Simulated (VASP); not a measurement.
Runs of VASP 6.6.1 on SnS. The structure is that of space group Pnma (No. 62), or close to it. The cells are those of the table. 

| cell | gap on the mesh (eV) | pressure (GPa) | largest force (eV/Å) |
| --- | --- | --- | --- |
| a = 11.097, b = 4.144, c = 4.232 Å, 8 atoms | 1.05 | (a) | 0.15 |
| a = 11.097, b = 4.024, c = 4.232 Å, 8 atoms | 0.86 | -0.6 | 0.03 |
| a = 11.097, b = 3.945, c = 4.232 Å, 8 atoms | (b) | (c) | 0.05 |
| a = 11.097, b = 3.825, c = 4.232 Å, 8 atoms | 0.19 | 2.9 | 0.20 |

Alike in all rows: task single point; level PBEsol; potentials or basis VASP PAW PBE potentials, release 64 (Sn_d, S); no spin polarisation; k mesh 4 × 8 × 6; cutoff (eV) 500; smearing gaussian 0.05 eV.

Question: Estimate the missing entries.

Answer: (a) -2.3; (b) 0.60; (c) 0.7.

Caveats: the PAW data sets were made with another functional, which shifts forces and pressure a little; spin-orbit coupling is left out, which moves the levels of the heavy elements.

A k mesh can miss the band edges, and the runs leave out spin-orbit coupling on Sn.
